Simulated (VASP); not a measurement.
BaS:

```
CELL_PARAMETERS angstrom
3.90402 -2.19366 0.00000
3.90402 2.19366 0.00000
-2.38868 0.00000 3.79744
ATOMIC_POSITIONS crystal
Ba 0.03985 0.96015 0.00000
S 0.46015 0.53985 0.50000
```

- Program: VASP 6.6.1
- Task: relaxation of cell and atoms
- Functional: PBE
- Potentials or basis: VASP PAW PBE potentials, release 64 (Ba_sv, S)
- Cutoff: 600 eV
- k mesh: 6 × 6 × 4
- Occupations: gaussian, width 0.1 eV
- Spin: no spin polarisation

At the start: pressure 3.4 GPa; volume 32.52 Å³/atom.

**Question.** Where does the relaxation end?

**Answer.** Over 12 steps the energy falls by 117.5 meV/atom and the volume is 33.64 Å³/atom (+3.4 %); space group C2 (No. 5, to 0.1 Å) before, Fm-3m (No. 225, to 0.1 Å).

Step by step:
```tsv
step	energy change (eV)	largest force (eV/Å)	pressure (GPa)	volume (Å³)
1	0.0000	1.1013	3.38	65.04
2	-0.1541	0.3170	-1.77	71.60
3	-0.1560	0.3787	-1.34	70.79
4	-0.1902	0.3164	-0.39	68.67
5	-0.1974	0.2703	0.41	67.27
6	-0.2165	0.2137	0.26	67.20
7	-0.2305	0.0664	0.18	67.03
8	-0.2306	0.0805	0.17	67.04
9	-0.2338	0.0357	-0.16	67.55
10	-0.2342	0.0152	-0.31	67.81
11	-0.2348	0.0080	0.18	67.01
12	-0.2350	0.0002	0.01	67.28
```

Final structure:
```
Ba S
1.0
     3.95088   -2.28508   -0.10953
     3.95088    2.28508   -0.10953
    -2.53308    0.00000    3.79657
Ba S
1 1
Direct
  0.99999 0.00001 0.00000
  0.50001 0.49999 0.50000
```
